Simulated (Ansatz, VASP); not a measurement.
# One calculation of Zn4HO4, two programs

```xyz
9
Lattice="5.5148 0.0000 0.0000 0.0000 5.5148 0.0000 0.0000 0.0000 3.2430" Properties=species:S:1:pos:R:3 pbc="T T T"
Zn    1.0041    1.0041    1.6215
Zn    4.5108    4.5108    1.6215
Zn    3.7615    1.7533    0.0000
Zn    1.7533    3.7615    0.0000
O     4.5111    1.0037    1.6215
O     1.0037    4.5111    1.6215
O     3.7611    3.7611    0.0000
O     1.7537    1.7537    0.0000
H     5.5150   -0.6508    0.9729
```

Alike in both runs: task single point; functional PBEsol; k mesh 4 × 4 × 8; occupations gaussian, width 0.05 eV; no spin polarisation.

```csv
,VASP,Ansatz
version,VASP 6.6.1,Ansatz 0.2.0
potentials or method,"VASP PAW PBE potentials, release 64 (Zn, O, H), cutoff 520 eV","scalar-relativistic, plane waves, PAW"
valence electrons in the cell,73,73
```

```csv
,VASP,Ansatz,Ansatz less VASP
gap on the k mesh at the Fermi level (eV),none,none,-
pressure (GPa),14.2,13.1,-1.05
"traceless stress, the component that is largest in VASP (GPa)",7.01,6.89,-0.120
rms of the force components (eV/Å),2.415,2.379,-0.0358
```

VASP's potentials were made for PBE, not for PBEsol, and Ansatz warns of the same on its side. Atom by atom the forces differ by 0.046 eV/Å (rms over components). A gap of «none» marks a metal or a gap that the smearing closes.
